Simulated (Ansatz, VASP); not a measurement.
## BaTe in VASP and in Ansatz

INCAR

```
ALGO     = Normal         # electronic algorithm
EDIFF    = 1E-7           # SCF threshold, eV
ENCUT    = 520            # plane-wave cutoff, eV
GGA      = PE             # functional
ISIF     = 2              # what is computed and relaxed
ISMEAR   = -1             # smearing method
LASPH    = True           # aspherical terms in the spheres
LCHARG   = False          # write CHGCAR
LREAL    = False          # projectors in reciprocal space
LWAVE    = False          # write WAVECAR
NBANDS   = 15             # bands
NELM     = 100            # most SCF steps
PREC     = Accurate       # precision mode
SIGMA    = 0.02           # smearing width, eV
```

KPOINTS

```
k-points
0
Gamma
  6 6 6
```

File POSCAR:

```
BaTe
1.0
    0.0000000000      3.5323868452      3.5323868452
    3.5323868452      0.0000000000      3.5323868452
    3.5323868452      3.5323868452      0.0000000000
Ba Te
1 1
Direct
    0.0000000000      0.0000000000      0.0000000000
    0.5000000000      0.5000000000      0.5000000000
```

Input for Ansatz:

```yaml
crystal:
  lattice:
    - [0.0, 3.5323868452, 3.5323868452]
    - [3.5323868452, 0.0, 3.5323868452]
    - [3.5323868452, 3.5323868452, 0.0]
  atoms:
    - { symbol: Ba, position: [0.0, 0.0, 0.0] }
    - { symbol: Te, position: [0.5, 0.5, 0.5] }
kpoints:
  mp_grid: { grid: [6, 6, 6] }
  band_path:
    path:
      - [0.0, 0.0, 0.0]
      - [0.5, 0.0, 0.5]
      - [0.625, 0.25, 0.625]
      - [0.375, 0.375, 0.75]
      - [0.5, 0.5, 0.5]
      - [0.5, 0.25, 0.75]
      - [0.0, 0.5, 0.5]
    npoints: 1
hamiltonian:
  xc: pbe
scf:
  occupations: { method: fermi_dirac, width: 0.02 }
  n_extra_bands: 4
output:
  forces: true
  stress: true
  eigenvalues: true
```

Alike in both runs: task single point; functional PBE; k mesh 6 × 6 × 6; occupations fermi-dirac, width 0.02 eV; no spin polarisation.

|  | VASP | Ansatz |
| --- | --- | --- |
| version | VASP 6.6.1 | Ansatz 0.2.0 |
| potentials or method | VASP PAW PBE potentials, release 64 (Ba_sv, Te) | plane waves, PAW |
| plane-wave cutoff (eV) | 520 | 420 |
| valence electrons in the cell | 16 | 26 |

|  | VASP | Ansatz | Ansatz less VASP |
| --- | --- | --- | --- |
| gap on the k mesh at the Fermi level (eV) | 1.58 | 1.65 | +0.077 |
| pressure (GPa) | 0.3 | 0.0 | -0.30 |

VASP's potentials hold 16 valence electrons a cell and Ansatz's 26, so a difference there can come from the potentials and not from the codes.

Spin-orbit coupling is off throughout.
